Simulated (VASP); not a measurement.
# MgS (P6_3mc) in VASP: further runs

Runs on MgS. Level: HSE06. Tasks: single point.

All numbers are computed with VASP 6.6.1; they aren't measurements. Logs are shortened: lines on timing, memory, paths and dates and some standing lists are left out, and cuts for length are marked.

### 1 The cell of the first run

It takes space group P6_3mc (No. 186, hexagonal). Conventional cell: a = 4.029 Å, b = 4.029 Å, c = 6.713 Å, α = 90.00°, β = 90.00°, γ = 120.00°. Mg (site symmetry 3m) has 4 S at 2.48 to 2.51 Å within 3.3 Å. S (site symmetry 3m) has 4 Mg at 2.48 to 2.51 Å within 3.3 Å.

### 2 Single point, HSE06 (uniaxial z strain +4.0%)

Input file POSCAR:

```
MgS
1.0
    4.0286256375      0.0000000000      0.0000000000
   -2.0143128187      3.4888921444      0.0000000000
    0.0000000000      0.0000000000      6.7125685725
Mg S
2 2
Direct
    0.3333333333      0.6666666667      0.0008768643
    0.6666666667      0.3333333333      0.5008768643
    0.3333333333      0.6666666667      0.3741231357
    0.6666666667      0.3333333333      0.8741231357
```

Input file INCAR.step1:

```
SYSTEM = MgS
PREC = Accurate
ENCUT = 520
EDIFF = 1E-5
ISMEAR = 0
SIGMA = 0.01
LREAL = .FALSE.
LASPH = .TRUE.
NELM = 80
ALGO = Normal
ISIF = 2
LWAVE = .TRUE.
LCHARG = .FALSE.
NBANDS = 16
GGA = PE
```

Input file INCAR.step2:

```
SYSTEM = MgS
PREC = Accurate
ENCUT = 520
EDIFF = 1E-6
ISMEAR = 0
SIGMA = 0.01
LREAL = .FALSE.
LASPH = .TRUE.
NELM = 80
ALGO = Normal
ISIF = 2
LWAVE = .FALSE.
LCHARG = .FALSE.
GGA = PE
LHFCALC = .TRUE.
HFSCREEN = 0.2079
PRECFOCK = Normal
NBANDS = 16
ISTART = 1
```

Input file KPOINTS:

```
regular mesh
0
G
  6 6 4
  0 0 0
```

Potentials or basis: VASP PAW PBE potentials, release 64 (Mg, S).

The run is started by

```
$ cat potpaw_PBE.64/Mg/POTCAR potpaw_PBE.64/S/POTCAR > POTCAR
$ cp INCAR.step1 INCAR
$ mpirun -np 1 vasp_std > vasp.out
$ cp INCAR.step2 INCAR
$ mpirun -np 1 vasp_std > vasp.out
```

OUTCAR:

```text
SYSTEM = MgS
   PREC = Accurate
   ENCUT = 520
   EDIFF = 1E-6
   ISMEAR = 0
   LREAL = .FALSE.
   LASPH = .TRUE.
   NELM = 80
   ISIF = 2
   GGA = PE
   LHFCALC = .TRUE.
   HFSCREEN = 0.2079
   PRECFOCK = Normal
   ISTART = 1

 ion  position               nearest neighbor table
   1  0.333  0.667  0.001-   4 2.48   4 2.48   4 2.48   3 2.51
   2  0.667  0.333  0.501-   3 2.48   3 2.48   3 2.48   4 2.51
   3  0.333  0.667  0.374-   2 2.48   2 2.48   2 2.48   1 2.51
   4  0.667  0.333  0.874-   1 2.48   1 2.48   1 2.48   2 2.51

  LATTYP: Found a hexagonal cell.
 ALAT       =     4.0286256375
 C/A-ratio  =     1.6662180050

  Lattice vectors:

 A1 = (   4.0286256375,   0.0000000000,   0.0000000000)
 A2 = (  -2.0143128187,   3.4888921444,   0.0000000000)
 A3 = (   0.0000000000,   0.0000000000,   6.7125685725)

Analysis of symmetry for initial positions (statically):
=====================================================================
 Subroutine PRICEL returns:
 Original cell was already a primitive cell.

 Routine SETGRP: Setting up the symmetry group for a
 hexagonal supercell.

 Subroutine GETGRP returns: Found 12 space group operations
 (whereof  6 operations were pure point group operations)
 out of a pool of 24 trial point group operations.

The static configuration has the point symmetry C_3v.
 The point group associated with its full space group is C_6v.

Analysis of symmetry for dynamics (positions and initial velocities):
=====================================================================
 Subroutine PRICEL returns:
 Original cell was already a primitive cell.

 Routine SETGRP: Setting up the symmetry group for a
 hexagonal supercell.

 Subroutine GETGRP returns: Found 12 space group operations
 (whereof  6 operations were pure point group operations)
 out of a pool of 24 trial point group operations.

The dynamic configuration has the point symmetry C_3v.
 The point group associated with its full space group is C_6v.

 Subroutine INISYM returns: Found 12 space group operations
 (whereof  6 operations are pure point group operations),
 and found     1 'primitive' translations

----------------------------------------------------------------------------------------

                                     Primitive cell

  volume of cell :      94.3481

  direct lattice vectors                    reciprocal lattice vectors
     4.028625638  0.000000000  0.000000000     0.248223610  0.143311968  0.000000000
    -2.014312819  3.488892144  0.000000000     0.000000000  0.286623936  0.000000000
     0.000000000  0.000000000  6.712568573     0.000000000  0.000000000  0.148974270

  length of vectors
     4.028625638  4.028625637  6.712568573     0.286623936  0.286623936  0.148974270

  position of ions in fractional coordinates (direct lattice)
     0.333333333  0.666666667  0.000876864
     0.666666667  0.333333333  0.500876864
     0.333333333  0.666666667  0.374123136
     0.666666667  0.333333333  0.874123136

  ion indices of the primitive-cell ions
   primitive index   ion index
                 1           1
                 2           2
                 3           3
                 4           4

----------------------------------------------------------------------------------------

 KPOINTS: regular mesh

Automatic generation of k-mesh.
 Grid dimensions read from file:
 generate k-points for:    6    6    4

 Generating k-lattice:

  Cartesian coordinates                     Fractional coordinates (reciprocal lattice)
     0.041370602  0.023885328  0.000000000     0.166666667  0.000000000  0.000000000
     0.000000000  0.047770656  0.000000000     0.000000000  0.166666667  0.000000000
     0.000000000  0.000000000  0.037243567     0.000000000  0.000000000  0.250000000

  Length of vectors
     0.047770656  0.047770656  0.037243567

  Shift w.r.t. Gamma in fractional coordinates (k-lattice)
     0.000000000  0.000000000  0.000000000

 Subroutine IBZKPT returns following result:
 ===========================================

 Found     21 irreducible k-points:

 Following reciprocal coordinates:
            Coordinates               Weight
  0.000000  0.000000  0.000000      1.000000
  0.166667 -0.000000  0.000000      6.000000
  0.333333  0.000000  0.000000      6.000000
  0.500000  0.000000  0.000000      3.000000
  0.166667  0.166667  0.000000      6.000000
  0.333333  0.166667  0.000000     12.000000
[... 13 lines left out ...]
  0.333333  0.166667  0.500000     12.000000
  0.333333  0.333333  0.500000      2.000000
   k-points           NKPTS =     21   k-points in BZ     NKDIM =    144   number of bands    NBANDS=     16
   number of dos      NEDOS =    301   number of ions     NIONS =      4
   total plane-waves  NPLWV =  45000
   dimension x,y,z NGX =    30 NGY =   30 NGZ =   50
   dimension x,y,z NGXF=    60 NGYF=   60 NGZF=  100
   ions per type =               2   2
   NGX,Y,Z   is equivalent  to a cutoff of  12.38, 12.38, 12.38 a.u.
[... 74 lines left out ...]

 k-point     1 :       0.0000    0.0000    0.0000
  band No.  band energies     occupation
      1     -12.1981      2.00000
      2     -11.5321      2.00000
      3      -3.1916      2.00000
      4      -0.2189      2.00000
      5      -0.2189      2.00000
      6       0.0467      2.00000
[... 8 lines left out ...]
     15      10.0011      0.00000
     16      10.1489      0.00000

 k-point     2 :       0.1667   -0.0000    0.0000
  band No.  band energies     occupation
      1     -12.0568      2.00000
      2     -11.4542      2.00000
      3      -2.9596      2.00000
      4      -1.0357      2.00000
      5      -0.6847      2.00000
      6      -0.4346      2.00000
[... 8 lines left out ...]
     15       9.8485      0.00000
     16      10.2156      0.00000

 k-point     3 :       0.3333    0.0000    0.0000
  band No.  band energies     occupation
      1     -11.7244      2.00000
      2     -11.3140      2.00000
      3      -2.4908      2.00000
      4      -2.1859      2.00000
      5      -1.8432      2.00000
      6      -0.7847      2.00000
[... 8 lines left out ...]
     15       9.9112      0.00000
     16      11.5758      0.00000

 k-point     4 :       0.5000    0.0000    0.0000
  band No.  band energies     occupation
      1     -11.5009      2.00000
      2     -11.2811      2.00000
      3      -2.9060      2.00000
      4      -2.3793      2.00000
      5      -1.7377      2.00000
      6      -0.9361      2.00000
[... 8 lines left out ...]
     15      10.1165      0.00000
     16      12.5016      0.00000

 k-point     5 :       0.1667    0.1667    0.0000
  band No.  band energies     occupation
      1     -11.8174      2.00000
      2     -11.3445      2.00000
      3      -2.5508      2.00000
      4      -1.7338      2.00000
      5      -1.7115      2.00000
      6      -0.7775      2.00000
[... 8 lines left out ...]
     15      10.2105      0.00000
     16      10.3598      0.00000

 k-point     6 :       0.3333    0.1667    0.0000
  band No.  band energies     occupation
      1     -11.5110      2.00000
      2     -11.2739      2.00000
      3      -2.6074      2.00000
      4      -2.2244      2.00000
      5      -1.7611      2.00000
      6      -1.3462      2.00000
[... 8 lines left out ...]
     15      10.2504      0.00000
     16      11.5681      0.00000
[... 210 lines left out ...]
 k-point    18 :       0.5000    0.0000    0.5000
  band No.  band energies     occupation
      1     -11.3896      2.00000
      2     -11.3896      2.00000
      3      -2.9874      2.00000
      4      -2.9874      2.00000
      5      -0.7221      2.00000
      6      -0.7221      2.00000
[... 8 lines left out ...]
     15      10.5866      0.00000
     16      10.5866      0.00000

 k-point    19 :       0.1667    0.1667    0.5000
  band No.  band energies     occupation
      1     -11.5910      2.00000
      2     -11.5910      2.00000
      3      -2.2845      2.00000
      4      -2.2845      2.00000
      5      -0.8507      2.00000
      6      -0.8507      2.00000
[... 8 lines left out ...]
     15      10.2945      0.00000
     16      10.2945      0.00000

 k-point    20 :       0.3333    0.1667    0.5000
  band No.  band energies     occupation
      1     -11.3917      2.00000
      2     -11.3917      2.00000
      3      -2.7624      2.00000
      4      -2.7624      2.00000
      5      -1.2101      2.00000
      6      -1.2101      2.00000
[... 8 lines left out ...]
     15      10.8657      0.00000
     16      10.8657      0.00000

 k-point    21 :       0.3333    0.3333    0.5000
  band No.  band energies     occupation
      1     -11.3231      2.00000
      2     -11.3231      2.00000
      3      -2.6248      2.00000
      4      -2.6248      2.00000
      5      -1.8068      2.00000
      6      -1.8068      2.00000
[... 8 lines left out ...]
     15      10.7578      0.00000
     16      10.7578      0.00000

------------------------ aborting loop because EDIFF is reached ----------------------------------------

  FORCE on cell =-STRESS in cart. coord.  units (eV):
  Direction    XX          YY          ZZ          XY          YZ          ZX
  --------------------------------------------------------------------------------------
  -------------------------------------------------------------------------------------
  Total       -0.9388126     -0.9388126     -2.1411784     -0.0000000      0.0000000      0.0000000
  in kB      -15.9424959    -15.9424959    -36.3605340     -0.0000000      0.0000000      0.0000000
  external PRESSURE =     -22.7485086 kB  Pullay stress =       0.0000000 kB

 VOLUME and BASIS-vectors are now :
 -----------------------------------------------------------------------------
  energy-cutoff  :      520.00
  volume of cell :       94.35
      direct lattice vectors                 reciprocal lattice vectors
     4.028625638  0.000000000  0.000000000     0.248223610  0.143311968  0.000000000
    -2.014312819  3.488892144  0.000000000     0.000000000  0.286623936  0.000000000
     0.000000000  0.000000000  6.712568573     0.000000000  0.000000000  0.148974270

 POSITION                                       TOTAL-FORCE (eV/Angst)
 -----------------------------------------------------------------------------------
     -0.00000      2.32593      0.00589        -0.000000     -0.000000     -0.004897
      2.01431      1.16296      3.36217         0.000000      0.000000     -0.004897
     -0.00000      2.32593      2.51133        -0.000000      0.000000      0.004897
      2.01431      1.16296      5.86761         0.000000      0.000000      0.004897
 -----------------------------------------------------------------------------------
    total drift:                                0.000000      0.000000     -0.000212

  FREE ENERGIE OF THE ION-ELECTRON SYSTEM (eV)
  ---------------------------------------------------
  free  energy   TOTEN  =       -19.6870016640 eV

  energy  without entropy=      -19.6870016640  energy(sigma->0) =      -19.68700166
```

Run time: 56 min. Hardware: 1 thread of Intel Xeon Platinum 8259CL at 2.50GHz (Skylake/Cascade Lake), shared host; peak memory 0.35 GiB.

Results:

| Property | Result |
| --- | --- |
| Free energy | -19.6870 eV |
| Pressure | -2.3 GPa |
| Largest force | 0.005 eV/Å |
| Band gap on the k mesh | 4.32 eV |

Forces in eV/Å, atoms in the order of the input:
```
Mg   0.000  0.000 -0.005
Mg   0.000  0.000 -0.005
S    0.000  0.000  0.005
S    0.000  0.000  0.005
```

Stress tensor (GPa, compression positive):
```
-1.59  0.00  0.00
 0.00 -1.59  0.00
 0.00  0.00 -3.64
```

Levels at points of the mesh, in eV from the valence-band top:
```csv
k point,band 6,band 7,band 8,band 9,band 10,band 11
"(0.00, 0.00, 0.00)",-0.11,0.00,0.00,4.32,5.94,8.87
"(0.50, 0.00, 0.00)",-1.09,-0.92,-0.39,5.95,6.14,6.78
"(0.00, 0.00, 0.50)",-0.19,-0.19,-0.19,5.97,5.97,8.53
"(0.50, 0.00, 0.50)",-0.87,-0.77,-0.77,5.62,5.62,7.38
```

Caveat: the cell differs from its parent crystal (uniaxial z strain +4.0%); the PAW data sets were made with another functional, which shifts forces and pressure a little.

### 3 Single point, HSE06 (epitaxial xy strain +5.0%)

Input file POSCAR:

```
MgS
1.0
    4.2300569194      0.0000000000      0.0000000000
   -2.1150284597      3.6633367517      0.0000000000
    0.0000000000      0.0000000000      6.0524117290
Mg S
2 2
Direct
    0.3333333333      0.6666666667     -0.0170095519
    0.6666666667      0.3333333333      0.4829904481
    0.3333333333      0.6666666667      0.3920095519
    0.6666666667      0.3333333333      0.8920095519
```

Input file INCAR.step1:

```
ALGO = Normal
EDIFF = 1E-5
ENCUT = 520
GGA = PE
ISIF = 2
ISMEAR = 0
LASPH = T
LREAL = F
LWAVE = T
NBANDS = 16
NELM = 60
PREC = Accurate
SIGMA = 0.01
```

Input file INCAR.step2:

```
ALGO = Normal
EDIFF = 1E-6
ENCUT = 520
GGA = PE
HFSCREEN = 0.2079
ISIF = 2
ISMEAR = 0
ISTART = 1
LASPH = T
LCHARG = T
LELF = T
LHFCALC = T
LREAL = F
LVHAR = T
LWAVE = F
NBANDS = 16
NELM = 60
PREC = Accurate
PRECFOCK = Normal
SIGMA = 0.01
```

Input file KPOINTS:

```
k-points
0
Gamma
  6 6 4
```

Potentials or basis: VASP PAW PBE potentials, release 64 (Mg, S).

The run is started by

```
$ cat potpaw_PBE.64/Mg/POTCAR potpaw_PBE.64/S/POTCAR > POTCAR
$ cp INCAR.step1 INCAR
$ mpirun -np 1 vasp_std > vasp.out
$ cp INCAR.step2 INCAR
$ mpirun -np 1 vasp_std > vasp.out
```

It took 87 min on 1 thread of Oxide Virtual Turin-like, shared host; peak memory 0.32 GiB.

The run converged. Its results:

```yaml
Free_energy: -19.6075 eV
Pressure: -2.8 GPa
Largest_force: 0.012 eV/Å
Band_gap_on_the_k_mesh: 3.88 eV
```

Forces in eV/Å, atoms in the order of the input:
```
Mg   0.000  0.000  0.012
Mg   0.000  0.000  0.012
S    0.000  0.000 -0.012
S    0.000  0.000 -0.012
```

Stress tensor (GPa, compression positive):
```
-4.01  0.00  0.00
 0.00 -4.01  0.00
 0.00  0.00 -0.27
```

Levels at points of the mesh, in eV from the valence-band top:
| k point | band 5 | band 6 | band 7 | band 8 | band 9 | band 10 | band 11 | band 12 |
| --- | --- | --- | --- | --- | --- | --- | --- | --- |
| (0.00, 0.00, 0.00) | -1.29 | -0.62 | -0.62 | 0.00 | 3.88 | 4.71 | 7.77 | 7.77 |
| (0.50, 0.00, 0.00) | -2.30 | -1.95 | -1.23 | -0.81 | 5.01 | 6.05 | 6.75 | 8.08 |
| (0.00, 0.00, 0.50) | -0.97 | -0.97 | -0.97 | -0.97 | 5.34 | 5.34 | 7.89 | 7.89 |
| (0.50, 0.00, 0.50) | -1.44 | -1.44 | -0.90 | -0.90 | 5.39 | 5.39 | 7.20 | 7.20 |

Caveat: the cell differs from its parent crystal (epitaxial xy strain +5.0%); the PAW data sets were made with another functional, which shifts forces and pressure a little.

### 4 Single point, HSE06 (epitaxial xy strain +2.5%)

Input file POSCAR:

```
MgS
1.0
    4.1293412784      0.0000000000      0.0000000000
   -2.0646706392      3.5761144480      0.0000000000
    0.0000000000      0.0000000000      6.2861657064
Mg S
2 2
Direct
    0.3333333333      0.6666666667     -0.0086241989
    0.6666666667      0.3333333333      0.4913758011
    0.3333333333      0.6666666667      0.3836241989
    0.6666666667      0.3333333333      0.8836241989
```

Input file INCAR.step1:

```
SYSTEM = MgS
ALGO = Normal
EDIFF = 1E-5
ENCUT = 520
GGA = PE
ISIF = 2
ISMEAR = 0
LASPH = .TRUE.
LREAL = .FALSE.
LWAVE = .TRUE.
NBANDS = 16
NELM = 100
PREC = Accurate
SIGMA = 0.01
```

Input file INCAR.step2:

```
SYSTEM = MgS
ALGO = Normal
EDIFF = 1E-6
ENCUT = 520
GGA = PE
HFSCREEN = 0.2079
ISIF = 2
ISMEAR = 0
ISTART = 1
LASPH = .TRUE.
LCHARG = .TRUE.
LELF = .TRUE.
LHFCALC = .TRUE.
LREAL = .FALSE.
LVHAR = .TRUE.
LWAVE = .FALSE.
NBANDS = 16
NELM = 100
PREC = Accurate
PRECFOCK = Normal
SIGMA = 0.01
```

Input file KPOINTS:

```
k-points
0
G
  6 6 4
  0 0 0
```

The run is started by

```
$ cat potpaw_PBE.64/Mg/POTCAR potpaw_PBE.64/S/POTCAR > POTCAR
$ cp INCAR.step1 INCAR
$ mpirun -np 1 vasp_std > vasp.out
$ cp INCAR.step2 INCAR
$ mpirun -np 1 vasp_std > vasp.out
```

It took 53 min on 1 thread of Oxide Virtual Turin-like, shared host; peak memory 0.33 GiB.

The run converged. Its results:

| Property | Result |
| --- | --- |
| Free energy | -19.6960 eV |
| Pressure | -1.7 GPa |
| Band gap on the k mesh | 4.19 eV |

Forces on the atoms (eV/Å):
```
Mg   0.000  0.000  0.003
Mg   0.000  0.000  0.003
S    0.000  0.000 -0.003
S    0.000  0.000 -0.003
```

Stress tensor (GPa, compression positive):
```
-2.40  0.00  0.00
 0.00 -2.40  0.00
 0.00  0.00 -0.21
```

Levels at points of the mesh, in eV from the valence-band top:
| k point | band 5 | band 6 | band 7 | band 8 | band 9 | band 10 | band 11 | band 12 |
| --- | --- | --- | --- | --- | --- | --- | --- | --- |
| (0.00, 0.00, 0.00) | -0.92 | -0.38 | -0.38 | 0.00 | 4.19 | 5.28 | 8.25 | 8.25 |
| (0.50, 0.00, 0.00) | -2.14 | -1.61 | -1.09 | -0.65 | 5.43 | 6.19 | 6.77 | 8.39 |
| (0.00, 0.00, 0.50) | -0.66 | -0.66 | -0.66 | -0.66 | 5.65 | 5.65 | 8.40 | 8.40 |
| (0.50, 0.00, 0.50) | -1.18 | -1.18 | -0.88 | -0.88 | 5.55 | 5.55 | 7.30 | 7.30 |

Caveat: the cell differs from its parent crystal (epitaxial xy strain +2.5%); the PAW data sets were made with another functional, which shifts forces and pressure a little.

### 5 Summary

| cell | gap on the mesh (eV) | pressure (GPa) |
| --- | --- | --- |
| a = 4.029, b = 4.029, c = 6.713 Å, angles 90.0, 90.0, 120.0°, 4 atoms, uniaxial z strain +4.0% | 4.32 | -2.3 |
| a = 4.230, b = 4.230, c = 6.052 Å, angles 90.0, 90.0, 120.0°, 4 atoms, epitaxial xy strain +5.0% | 3.88 | -2.8 |
| a = 4.129, b = 4.129, c = 6.286 Å, angles 90.0, 90.0, 120.0°, 4 atoms, epitaxial xy strain +2.5% | 4.19 | -1.7 |

Alike in all rows: task single point; level HSE06; potentials or basis VASP PAW PBE potentials, release 64 (Mg, S); no spin polarisation; k mesh 6 × 6 × 4; cutoff (eV) 520; smearing gaussian 0.01 eV.

Caveats: the PAW data sets were made with another functional, which shifts forces and pressure a little.

Total energies depend on the potentials used, so only differences within one code and one set of settings carry meaning.
